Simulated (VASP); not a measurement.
# C in VASP: single point with PBE+D3(BJ)

Aim: the single point of C with PBE+D3(BJ).

Program: VASP 6.6.1. These are calculated values, not measurements. Logs are shortened: lines on timing, memory, paths and dates and some standing lists are left out, and cuts for length are marked.

### Step 1. The cell of the first run

The cell holds a slab with vacuum, 4 atoms: a = 2.466 Å, b = 2.466 Å, c = 17.500 Å, α = 90.00°, β = 90.00°, γ = 120.00°.

### Step 2. Single point, PBE+D3(BJ)

Input file INCAR:

```
SYSTEM = C
PREC = Accurate
ENCUT = 520
EDIFF = 1E-6
ISMEAR = 0
SIGMA = 0.1
LREAL = .FALSE.
LASPH = .TRUE.
NELM = 80
ALGO = Normal
ISIF = 2
LWAVE = .FALSE.
LCHARG = .TRUE.
LDIPOL = .TRUE.
IDIPOL = 3
DIPOL = 0.5 0.5 0.352
GGA = PE
IVDW = 12
LELF = .TRUE.
LVHAR = .TRUE.
LVACPOTAV = .TRUE.
NBANDS = 16
```

Input file KPOINTS:

```
Automatic mesh
0
G
  15 15 1
  0 0 0
```

Input file POSCAR:

```
C
1.0
    2.4657189596      0.0000000000      0.0000000000
   -1.2328594798      2.1353752576      0.0000000000
    0.0000000000      0.0000000000     17.5000000000
C
4
Direct
    0.3333333333      0.6666666667      0.2571428571
    0.6666666667      0.3333333333      0.2571428571
    0.3333333333      0.6666666667      0.4462857143
    0.6666666667      0.3333333333      0.4462857143
```

Potentials or basis: VASP PAW PBE potentials, release 64 (C).

Started as:

```console
> cat potpaw_PBE.64/C/POTCAR > POTCAR
> mpirun -np 1 vasp_std > vasp.out
```

OUTCAR:

```text
SYSTEM = C
   PREC = Accurate
   ENCUT = 520
   EDIFF = 1E-6
   ISMEAR = 0
   LREAL = .FALSE.
   LASPH = .TRUE.
   NELM = 80
   ISIF = 2
   GGA = PE
   IVDW = 12
 IVDW          = 12

 ion  position               nearest neighbor table
   1  0.333  0.667  0.257-   2 1.42   2 1.42   2 1.42
   2  0.667  0.333  0.257-   1 1.42   1 1.42   1 1.42
   3  0.333  0.667  0.446-   4 1.42   4 1.42   4 1.42
   4  0.667  0.333  0.446-   3 1.42   3 1.42   3 1.42

  LATTYP: Found a hexagonal cell.
 ALAT       =     2.4657189596
 C/A-ratio  =     7.0973214250

  Lattice vectors:

 A1 = (   2.4657189596,   0.0000000000,   0.0000000000)
 A2 = (  -1.2328594798,   2.1353752576,   0.0000000000)
 A3 = (   0.0000000000,   0.0000000000,  17.5000000000)

Analysis of symmetry for initial positions (statically):
=====================================================================
 Subroutine PRICEL returns:
 Original cell was already a primitive cell.

 Routine SETGRP: Setting up the symmetry group for a
 hexagonal supercell.

 Subroutine GETGRP returns: Found 24 space group operations
 (whereof 12 operations were pure point group operations)
 out of a pool of 24 trial point group operations.

The static configuration has the point symmetry C_6v.
 The point group associated with its full space group is D_6h.

Analysis of symmetry for dynamics (positions and initial velocities):
=====================================================================
 Subroutine PRICEL returns:
 Original cell was already a primitive cell.

 Routine SETGRP: Setting up the symmetry group for a
 hexagonal supercell.

 Subroutine GETGRP returns: Found 24 space group operations
 (whereof 12 operations were pure point group operations)
 out of a pool of 24 trial point group operations.

The dynamic configuration has the point symmetry C_6v.
 The point group associated with its full space group is D_6h.

 Subroutine INISYM returns: Found 24 space group operations
 (whereof 12 operations are pure point group operations),
 and found     1 'primitive' translations

----------------------------------------------------------------------------------------

                                     Primitive cell

  volume of cell :      92.1416

  direct lattice vectors                    reciprocal lattice vectors
     2.465718960  0.000000000  0.000000000     0.405561224  0.234150882  0.000000000
    -1.232859480  2.135375258  0.000000000     0.000000000  0.468301764  0.000000000
     0.000000000  0.000000000 17.500000000     0.000000000  0.000000000  0.057142857

  length of vectors
[... 96 lines left out ...]
   PSTRESS=    0.0 pullay stress
   NELECT =      16.0000    total number of electrons
   NUPDOWN=      -1.0000    fix difference up-down
   EMIN   =  10.00;   EMAX   =-10.00  energy-range for DOS
   EFERMI =   0.00;   METHOD = LEGACY
   ISMEAR =     0;   SIGMA  =   0.10  broadening in eV -4-tet -1-fermi 0-gaus
   EFERMI_NEDOS =   21; number of points for ismear=-14 and -15
   IALGO  =     38    algorithm
   IMIX   =      4    mixing-type and parameters
     AMIX     =   0.40;   BMIX     =  1.00
     AMIX_MAG =   1.60;   BMIX_MAG =  1.00
  volume/ion in A,a.u.               =      23.04       155.45
  Fermi-wavevector in a.u.,A,eV,Ry     =   0.913334  1.725951 11.349690  0.834179
  Thomas-Fermi vector in A             =   2.037833
   LORBIT       =      0    0 simple, 1 ext, 2 COOP (PROOUT), +10 PAW based schemes
   GGA     = PE    functional components
   LHFCALC =     F    Hartree Fock is set to
   AEXX    =    0.0000 exact exchange contribution
   IVDW    =    12    specifies the selected vdW correction
   LEPSILON=     F    determine dielectric tensor
   LRPA    =     F    only Hartree local field effects (RPA)
 non-spin polarized calculation
 Gauss-broadening in eV      SIGMA  =   0.10
  energy-cutoff  :      520.00
  volume of cell :       92.14
 maximum number of plane-waves:      2521
   NGX =  9   NGY =  9   NGZ = 65

 dipolmoment           0.000000      0.000000      0.000217 electrons x Angstroem

 number of electron      15.9999998 magnetization

 dipolmoment           0.000000      0.000000     -0.000001 electrons x Angstroem

 Free energy of the ion-electron system (eV)
  ---------------------------------------------------
  ext. energy  EPLUGINS =         0.00000000
  ---------------------------------------------------
  free energy    TOTEN  =       -36.84124641 eV

  energy without entropy =      -36.84124641  energy(sigma->0) =      -36.84124641

 E-fermi :  -0.8372     XC(G=0):  -4.4204

 val. band max:       -1.2030344374   @ k =   0.3333   0.3333   0.0000
 cond. band min:      -0.4712718852   @ k =   0.3333   0.3333   0.0000
 fundamental gap:      0.7317625522
 Fermi energy:        -0.8372177919

 k-point     1 :       0.0000    0.0000    0.0000
  band No.  band energies     occupation
      1     -20.4422      2.00000
      2     -20.2733      2.00000
      3      -8.9680      2.00000
      4      -7.9172      2.00000
      5      -3.8813      2.00000
      6      -3.8813      2.00000
[... 433 lines left out ...]
      3     -13.5659      2.00000
      4     -13.4652      2.00000
      5      -9.7064      2.00000
      6      -9.6435      2.00000
[... 8 lines left out ...]
     15      11.0199      0.00000
     16      11.3129      0.00000

 [... further k-points ...]

------------------------ aborting loop because EDIFF is reached ----------------------------------------

 Edisp (eV)   -0.48386

 E8    (eV) :    -0.1448

  FORCE on cell =-STRESS in cart. coord.  units (eV):
  Direction    XX          YY          ZZ          XY          YZ          ZX
  --------------------------------------------------------------------------------------
  -------------------------------------------------------------------------------------
  Total       0.03842     0.03842     0.39896     0.00000    -0.00000     0.00000
  in kB       0.66811     0.66811     6.93715     0.00000    -0.00000     0.00000
  external pressure =        2.76 kB  Pullay stress =        0.00 kB

 VOLUME and BASIS-vectors are now :
 -----------------------------------------------------------------------------
  energy-cutoff  :      520.00
  volume of cell :       92.14
      direct lattice vectors                 reciprocal lattice vectors
     2.465718960  0.000000000  0.000000000     0.405561224  0.234150882  0.000000000
    -1.232859480  2.135375258  0.000000000     0.000000000  0.468301764  0.000000000
     0.000000000  0.000000000 17.500000000     0.000000000  0.000000000  0.057142857

 POSITION                                       TOTAL-FORCE (eV/Angst)
 -----------------------------------------------------------------------------------
     -0.00000      1.42358      4.50000         0.000000     -0.000000     -0.064156
      1.23286      0.71179      4.50000        -0.000000      0.000000     -0.064156
     -0.00000      1.42358      7.81000         0.000000      0.000000      0.064156
      1.23286      0.71179      7.81000        -0.000000      0.000000      0.064156
 -----------------------------------------------------------------------------------
    total drift:                               -0.000000     -0.000000     -0.000031

  FREE ENERGIE OF THE ION-ELECTRON SYSTEM (eV)
  ---------------------------------------------------
  free  energy   TOTEN  =       -37.3251095919 eV

  energy  without entropy=      -37.3251095888  energy(sigma->0) =      -37.32510959

 vacuum level on the upper side and lower side of the slab         3.449         3.449
```

stdout:

```text
POSCAR found type information on POSCAR C
 POSCAR found :  1 types and       4 ions
 scaLAPACK will be used
 LDA part: xc-table for (Slater+PW92), standard interpolation
 POSCAR, INCAR and KPOINTS ok, starting setup
 FFT: planning ... GRIDC
 FFT: planning ... GRID_SOFT
 FFT: planning ... GRID
 WAVECAR not read
 entering main loop
 -----------------------------------------------------------------------------
|                                                                             |
|           W    W    AA    RRRRR   N    N  II  N    N   GGGG   !!!           |
|           W    W   A  A   R    R  NN   N  II  NN   N  G    G  !!!           |
|           W    W  A    A  R    R  N N  N  II  N N  N  G       !!!           |
|           W WW W  AAAAAA  RRRRR   N  N N  II  N  N N  G  GGG   !            |
|           WW  WW  A    A  R   R   N   NN  II  N   NN  G    G                |
|           W    W  A    A  R    R  N    N  II  N    N   GGGG   !!!           |
|                                                                             |
|     Did not find any points to average over, which means that no vacuum     |
|     field-free region was found. Please increase the size of  your cell     |
|     in the dimension of the dipole correction to obtain accurate            |
|     workfunction values.                                                    |
|                                                                             |
 -----------------------------------------------------------------------------
```

Run time: 68 s. Hardware: 1 thread of Intel Xeon 8259CL, shared host; peak memory 0.21 GiB.

What came out:

```yaml
Free_energy: -37.3251 eV
Largest_force: 0.064 eV/Å
Dispersion_energy_per_atom: -0.121 eV
```

Forces on the atoms (eV/Å):
```
C    0.000  0.000 -0.064
C    0.000  0.000 -0.064
C    0.000  0.000  0.064
C    0.000  0.000  0.064
```
